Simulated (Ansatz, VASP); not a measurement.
# Ga3Se: VASP beside Ansatz

INCAR

```
  PREC = Accurate
  ENCUT = 520
  EDIFF = 1E-7
  ISMEAR = 0
  SIGMA = 0.1
  LREAL = F
  LASPH = T
  NELM = 60
  ALGO = Normal
  ISIF = 2
  LWAVE = F
  LCHARG = T
  GGA = PE
  LELF = T
  LVHAR = T
  NBANDS = 30
```

The input KPOINTS:

```
regular mesh
0
Gamma
  4 4 4
```

The input POSCAR:

```
Ga3Se
1.0
    4.4324650000      0.0000000000      0.0000000000
    0.0000000000      4.4324650000      0.0000000000
    0.0000000000      0.0000000000      4.4324650000
Ga Se
3 1
Direct
    0.0000000000      0.5000000000      0.5000000000
    0.5000000000      0.0000000000      0.5000000000
    0.5000000000      0.5000000000      0.0000000000
    0.0000000000      0.0000000000      0.0000000000
```

Input for Ansatz:

```yaml
crystal:
  lattice:
    - [4.432465, 0.0, 0.0]
    - [0.0, 4.432465, 0.0]
    - [0.0, 0.0, 4.432465]
  atoms:
    - { symbol: Ga, position: [0.0, 0.5, 0.5] }
    - { symbol: Ga, position: [0.5, 0.0, 0.5] }
    - { symbol: Ga, position: [0.5, 0.5, 0.0] }
    - { symbol: Se, position: [0.0, 0.0, 0.0] }
basis:
  ecutwfc: 420
kpoints:
  mp_grid: { grid: [4, 4, 4] }
hamiltonian:
  xc: pbe
scf:
  occupations: { method: gaussian, width: 0.1 }
output:
  forces: true
  stress: true
  eigenvalues: true
```

Alike in both runs: task single point; functional PBE; k mesh 4 × 4 × 4; occupations gaussian, width 0.1 eV; no spin polarisation.

```csv
,VASP,Ansatz
version,VASP 6.6.1,Ansatz 0.2.0
potentials or method,"VASP PAW PBE potentials, release 64 (Ga_d, Se), cutoff 520 eV","scalar-relativistic, plane waves, PAW"
valence electrons in the cell,45,55
```

|  | VASP | Ansatz | Ansatz less VASP |
| --- | --- | --- | --- |
| gap on the k mesh at the Fermi level (eV) | none | none | - |
| pressure (GPa) | -0.1 | -0.1 | -0.05 |

A gap of «none» marks a metal or a gap that the smearing closes. The functional is the same, so the differences come from potentials, cutoffs and numerics. VASP's potentials hold 45 valence electrons a cell and Ansatz's 55, so a difference there can come from the potentials and not from the codes.
